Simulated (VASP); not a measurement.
# HgTe (F-43m) in VASP: further runs, part 2 of 2

VASP 6.6.1.

**4. Single point, PBE (volume scaled by 1.025)**

Input file INCAR:

```
SYSTEM = HgTe
PREC     = Accurate       ! precision mode
ENCUT    = 520            ! plane-wave cutoff, eV
EDIFF    = 1E-6           ! SCF threshold, eV
ISMEAR   = -1             ! smearing method
SIGMA    = 0.03           ! smearing width, eV
LREAL    = .False.        ! projectors in reciprocal space
LASPH    = .True.         ! aspherical terms in the spheres
NELM     = 60             ! most SCF steps
ALGO     = Normal         ! electronic algorithm
ISIF     = 2              ! what is computed and relaxed
LWAVE    = .False.        ! write WAVECAR
LCHARG   = .True.         ! write CHGCAR
GGA      = PE             ! functional
LELF     = .True.         ! ELF
LVHAR    = .True.       
NBANDS   = 16             ! bands
```

Input file KPOINTS:

```
regular mesh
0
Gamma
  11 11 11
  0 0 0
```

Input file POSCAR:

```
HgTe
1.0
    0.0000000000      3.2501417040      3.2501417040
    3.2501417040      0.0000000000      3.2501417040
    3.2501417040      3.2501417040      0.0000000000
Hg Te
1 1
Direct
    0.0000000000      0.0000000000      0.0000000000
    0.7500000000      0.7500000000      0.7500000000
```

Potentials or basis: VASP PAW PBE potentials, release 64 (Hg, Te).

Launch:

```sh
> cat potpaw_PBE.64/Hg/POTCAR potpaw_PBE.64/Te/POTCAR > POTCAR
> mpirun -np 1 vasp_std > vasp.out
```

OUTCAR:

```text
SYSTEM = HgTe
   PREC = Accurate
   ENCUT = 520
   EDIFF = 1E-6
   ISMEAR = -1
   LREAL = .False.
   LASPH = .True.
   NELM = 60
   ISIF = 2
   GGA = PE

 ion  position               nearest neighbor table
   1  0.000  0.000  0.000-   2 2.81   2 2.81   2 2.81   2 2.81
   2  0.750  0.750  0.750-   1 2.81   1 2.81   1 2.81   1 2.81

  LATTYP: Found a face centered cubic cell.
 ALAT       =     6.5002834080

  Lattice vectors:

 A1 = (   0.0000000000,   3.2501417040,   3.2501417040)
 A2 = (   3.2501417040,   0.0000000000,   3.2501417040)
 A3 = (   3.2501417040,   3.2501417040,   0.0000000000)

Analysis of symmetry for initial positions (statically):
=====================================================================
 Subroutine PRICEL returns:
 Original cell was already a primitive cell.

 Routine SETGRP: Setting up the symmetry group for a
 face centered cubic supercell.

 Subroutine GETGRP returns: Found 24 space group operations
 (whereof 24 operations were pure point group operations)
 out of a pool of 48 trial point group operations.
[... 156 lines left out ...]
  ---------------------------------------------------
  ext. energy  EPLUGINS =         0.00000000
  ---------------------------------------------------
  free energy    TOTEN  =        -3.60923076 eV

  energy without entropy =       -3.60908610  energy(sigma->0) =       -3.60915843

 E-fermi :   2.9546     XC(G=0):  -8.6670

 val. band max:        2.9198331153   @ k =   0.0000   0.0000   0.0000
 cond. band min:       3.3882066414   @ k =   0.0909   0.0000   0.0000
 fundamental gap:      0.4683735261
 Fermi energy:         2.9545606058

 k-point     1 :       0.0000    0.0000    0.0000
  band No.  band energies     occupation
      1      -8.9474      2.00000
      2      -4.3366      2.00000
      3      -4.3366      2.00000
      4      -4.3366      2.00000
      5      -3.8267      2.00000
      6      -3.8267      2.00000
[... 433 lines left out ...]
      3      -4.2275      2.00000
      4      -4.1255      2.00000
      5      -3.8478      2.00000
      6      -3.8008      2.00000
[... 8 lines left out ...]
     15      12.0556      0.00000
     16      12.3316      0.00000

 [... further k-points ...]
[... 5 lines left out ...]
  --------------------------------------------------------------------------------------
  -------------------------------------------------------------------------------------
  Total        1.2280055      1.2280055      1.2280055      0.0000000     -0.0000000      0.0000000
  in kB       28.6532568     28.6532568     28.6532568      0.0000000     -0.0000000      0.0000000
  external PRESSURE =      28.6532568 kB  Pullay stress =       0.0000000 kB

 VOLUME and BASIS-vectors are now :
 -----------------------------------------------------------------------------
  energy-cutoff  :      520.00
  volume of cell :       68.67
      direct lattice vectors                 reciprocal lattice vectors
     0.000000000  3.250141704  3.250141704    -0.153839446  0.153839446  0.153839446
     3.250141704  0.000000000  3.250141704     0.153839446 -0.153839446  0.153839446
     3.250141704  3.250141704  0.000000000     0.153839446  0.153839446 -0.153839446

 POSITION                                       TOTAL-FORCE (eV/Angst)
 -----------------------------------------------------------------------------------
      0.00000      0.00000      0.00000        -0.000000     -0.000000      0.000000
      4.87521      4.87521      4.87521         0.000000      0.000000      0.000000
 -----------------------------------------------------------------------------------
    total drift:                                0.000000      0.000000      0.000000

  FREE ENERGIE OF THE ION-ELECTRON SYSTEM (eV)
  ---------------------------------------------------
  free  energy   TOTEN  =        -3.6092307553 eV

  energy  without entropy=       -3.6090861031  energy(sigma->0) =       -3.60915843
```

OSZICAR:

```text
N       E                     dE             d eps       ncg     rms          rms(c)
DAV:   1     0.104173546029E+03    0.10417E+03   -0.79827E+03  1800   0.972E+02
DAV:   2    -0.187751509282E+00   -0.10436E+03   -0.97560E+02  2016   0.226E+02
DAV:   3    -0.378424869074E+01   -0.35965E+01   -0.35874E+01  2200   0.441E+01
DAV:   4    -0.381865611307E+01   -0.34407E-01   -0.34405E-01  2616   0.380E+00
DAV:   5    -0.381873707573E+01   -0.80963E-04   -0.80963E-04  2352   0.180E-01    0.739E+00
DAV:   6    -0.361701370546E+01    0.20172E+00   -0.39561E-01  2072   0.843E+00    0.587E+00
DAV:   7    -0.360987945571E+01    0.71342E-02   -0.96658E-02  2064   0.212E+00    0.217E+00
DAV:   8    -0.360917181837E+01    0.70764E-03   -0.10267E-02  2032   0.116E+00    0.524E-01
DAV:   9    -0.360918863925E+01   -0.16821E-04   -0.72364E-04  2304   0.310E-01    0.120E-01
DAV:  10    -0.360921765133E+01   -0.29012E-04   -0.86411E-05  2248   0.815E-02    0.490E-02
DAV:  11    -0.360923269597E+01   -0.15045E-04   -0.33802E-05  2152   0.435E-02    0.350E-02
DAV:  12    -0.360923087398E+01    0.18220E-05   -0.39539E-06  2048   0.164E-02    0.186E-02
DAV:  13    -0.360923075526E+01    0.11873E-06   -0.51122E-07  1416   0.361E-03
   1 F= -.36092308E+01 E0= -.36091584E+01  d E =-.144652E-03
```

Wall time 49 s (1 thread of Intel Xeon Platinum 8375C at 2.90GHz (Ice Lake), shared host); peak memory 0.24 GiB.

Results:

```
Free energy            : -3.6092 eV
Pressure               : 2.9 GPa
Band gap on the k mesh : zero (filled and empty bands touch)
```

Levels at points of the mesh, in eV from the Fermi level:
```tsv
k point	band 6	band 7	band 8	band 9	band 10	band 11	band 12	band 13
(0.00, 0.00, 0.00)	-6.78	-0.80	-0.03	-0.03	-0.03	4.23	4.23	4.23
```

Caveat: spin-orbit coupling is left out, which moves the levels of the heavy elements.

**5. Overview**

| cell | gap on the mesh (eV) | pressure (GPa) |
| --- | --- | --- |
| a = 4.481 Å, angles 60.0°, 2 atoms | none | 7.3 |
| a = 4.520 Å, angles 60.0°, 2 atoms | none | 5.6 |
| a = 4.596 Å, angles 60.0°, 2 atoms | none | 2.9 |

Alike in all rows: task single point; level PBE; potentials or basis VASP PAW PBE potentials, release 64 (Hg, Te); no spin polarisation; k mesh 11 × 11 × 11; cutoff (eV) 520; smearing fermi-dirac 0.03 eV.

Caveats: spin-orbit coupling is left out, which moves the levels of the heavy elements.

Total energies depend on the potentials used, so only differences within one code and one set of settings carry meaning.
